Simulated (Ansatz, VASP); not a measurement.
One calculation of Si2Mo, two programs

```
Si Mo
1.0
    -1.58709    1.58709    3.93661
     1.58709   -1.58709    3.93661
     1.58709    1.58709   -3.93661
Si Mo
2 1
Direct
  0.33510 0.33510 0.00000
  0.66490 0.66490 0.00000
  0.00000 0.00000 0.00000
```

Change from the starting cell: mode 7 frozen in at +0.000 Å, equal normal strain along x and y -0.0133.

Alike in both runs: task single point; functional PBE; k mesh 18 × 18 × 18; occupations gaussian, width 0.15 eV; no spin polarisation.

|  | VASP | Ansatz |
| --- | --- | --- |
| version | VASP 6.6.1 | Ansatz 0.2.0 |
| potentials or method | VASP PAW PBE potentials, release 64 (Si, Mo_sv), cutoff 520 eV | scalar-relativistic, plane waves, PAW |
| valence electrons in the cell | 22 | 22 |

```csv
,VASP,Ansatz,Ansatz less VASP
gap on the k mesh at the Fermi level (eV),none,none,-
pressure (GPa),5.8,5.7,-0.15
"traceless stress, the component that is largest in VASP (GPa)",-3.06,-3.04,+0.021
rms of the force components (eV/Å),0.028,0.025,-0.0023
```

Atom by atom the forces differ by 0.002 eV/Å (rms over components). A gap of «none» marks a metal or a gap that the smearing closes.
